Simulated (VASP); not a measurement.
Input of a VASP 6.6.1 run:

INCAR

```
SYSTEM = EuSb
ALGO = Normal
EDIFF = 1E-7
ENCUT = 520
GGA = PE
ISIF = 2
ISMEAR = 0
ISPIN = 2
LASPH = .TRUE.
LCHARG = .FALSE.
LMAXMIX = 6
LORBIT = 11
LREAL = .FALSE.
LWAVE = .FALSE.
MAGMOM = 7.49 -7.49 0 0
NBANDS = 34
NELM = 150
PREC = Accurate
SIGMA = 0.05
```

The input KPOINTS:

```
k-points
0
G
  10 10 5
  0 0 0
```

The input POSCAR:

```
EuSb
1.0
    3.9072712516      0.0000000000      0.0000000000
    0.0000000000      3.9072712516      0.0000000000
    0.0000000000      0.0000000000      7.8145425033
Eu Sb
2 2
Direct
    0.0000000000      0.0000000000      0.0000000000
    0.0000000000      0.0000000000      0.5000000000
    0.5000000000      0.5000000000      0.2500000000
    0.5000000000      0.5000000000      0.7500000000
```

Potentials or basis: VASP PAW PBE potentials, release 64 (Eu, Sb).

The run is started by

```bash
$ cat potpaw_PBE.64/Eu/POTCAR potpaw_PBE.64/Sb/POTCAR > POTCAR
$ mpirun -np 1 vasp_std > vasp.out
```

Problem. Predict the site moments.

Solution. Eu +6.55, -6.55; Sb +0.00 μB.

Problem. Estimate the band gap on the k mesh.

Solution. Zero (filled and empty bands overlap).

Problem. Predict the pressure.

Solution. 0.7 GPa.

Problem. What does it give for the net moment?

Solution. 0.00 μB per cell.

Stress tensor (GPa, compression positive):
```
0.73 0.00 0.00
0.00 0.73 0.00
0.00 0.00 0.63
```

Caveat: spin-orbit coupling is left out, which moves the levels of the heavy elements; without U or exact exchange the open f shell lies at the Fermi level, which spoils levels, moments and volumes. The state reached can hang on the start; a lower one may exist.
